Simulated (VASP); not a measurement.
A run of VASP 6.6.1 is set up as follows.

The input POSCAR:

```
TaN
1.0
    5.1910000000      0.0000000000      0.0000000000
   -2.5955000000      4.4955378710      0.0000000000
    0.0000000000      0.0000000000      2.9080000000
Ta N
3 3
Direct
    0.0000000000      0.0000000000      0.0000000000
    0.3333333333      0.6666666667      0.5000000000
    0.6666666667      0.3333333333      0.5000000000
    0.5000000000      0.0000000000      0.0000000000
    0.0000000000      0.5000000000      0.0000000000
    0.5000000000      0.5000000000      0.0000000000
```

INCAR.step1

```
SYSTEM = TaN
  ALGO = Normal
  EDIFF = 1E-5
  ENCUT = 770
  GGA = PE
  GGA_COMPAT = .False.
  ISMEAR = -1
  LASPH = .True.
  LCHARG = .False.
  LREAL = .False.
  LWAVE = .True.
  NBANDS = 36
  NELM = 120
  PREC = Accurate
  SIGMA = 0.1
```

File INCAR.step2:

```
SYSTEM = TaN
  ALGO = Normal
  EDIFF = 1E-6
  ENCUT = 770
  GGA_COMPAT = .False.
  ISIF = 2
  ISMEAR = -1
  ISTART = 1
  LASPH = .True.
  LCHARG = .False.
  LMIXTAU = .True.
  LREAL = .False.
  LWAVE = .False.
  METAGGA = R2SCAN
  NBANDS = 36
  NELM = 120
  PREC = Accurate
  SIGMA = 0.1
```

Contents of KPOINTS:

```
k-points
0
Gamma
  4 4 6
  0 0 0
```

Potentials or basis: VASP PAW PBE potentials, release 64 (Ta_sv_GW, N).

Command:

```bash
$ cat potpaw_PBE.64/Ta_sv_GW/POTCAR potpaw_PBE.64/N/POTCAR > POTCAR
$ cp INCAR.step1 INCAR
$ mpirun -np 1 vasp_std > vasp.out
$ cp INCAR.step2 INCAR
$ mpirun -np 1 vasp_std > vasp.out
```

Predict the band gap on the k mesh.

zero (bands 27 and 28 overlap by 2.18 eV).

Predict the pressure.

5.5 GPa.

Stress tensor (GPa, compression positive):
```
6.53 0.00 0.00
0.00 6.53 0.00
0.00 0.00 3.55
```

Caveat: the k points lie up to 0.36 Å⁻¹ apart, too coarse for converged energies and pressures of a metal; the PAW data sets were made with another functional, which shifts forces and pressure a little; spin-orbit coupling is left out, which moves the levels of the heavy elements.
